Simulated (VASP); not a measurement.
# Rh: single point with PBE

Rh:

```
Rh
1.0
     2.73098    0.00000    0.00000
    -1.36549    2.36510    0.00000
     0.00000    0.00000    4.42849
Rh
2
Cartesian
  0.0101 1.5287 1.0722
  1.3385 0.8279 3.3681
```

This cell differs from its parent crystal: atoms moved at random.

| Item | Value |
| --- | --- |
| Program | VASP 6.6.1 |
| Task | single point |
| Functional | PBE |
| Potentials or basis | VASP PAW PBE potentials, release 64 (Rh_pv) |
| Cutoff | 520 eV |
| k mesh | 11 × 11 × 6 |
| Occupations | fermi-dirac, width 0.05 eV |
| Spin | no spin polarisation |
| Dipole correction | no |
| Further INCAR settings | ALGO = Fast; EDIFF = 1e-06; NBANDS = 22 |

```yaml
Pressure: -2.3 GPa
Largest_force: 0.873 eV/Å
Band_gap_on_the_k_mesh: zero (bands 15 and 16 overlap by 2.14 eV)
```

Forces on the atoms (eV/Å):
```
Rh  -0.158  0.326  0.794
Rh   0.158 -0.326 -0.794
```

Stress tensor (GPa, compression positive):
```
-1.41 -0.44 -0.46
-0.44 -3.22  0.85
-0.46  0.85 -2.15
```

Levels at points of the mesh, in eV from the Fermi level:
| k point | band 13 | band 14 | band 15 | band 16 | band 17 | band 18 |
| --- | --- | --- | --- | --- | --- | --- |
| (0.00, 0.00, 0.00) | -2.37 | -1.92 | -1.51 | -0.09 | 0.36 | 0.78 |
| (0.00, 0.00, 0.50) | -2.93 | -2.79 | -0.66 | -0.44 | -0.32 | -0.24 |

Wall time 4.5 min on 1 thread of Intel Xeon 8259CL, on a shared host, peak memory 0.28 GiB.

Caveat: the cell differs from its parent crystal (atoms moved at random).
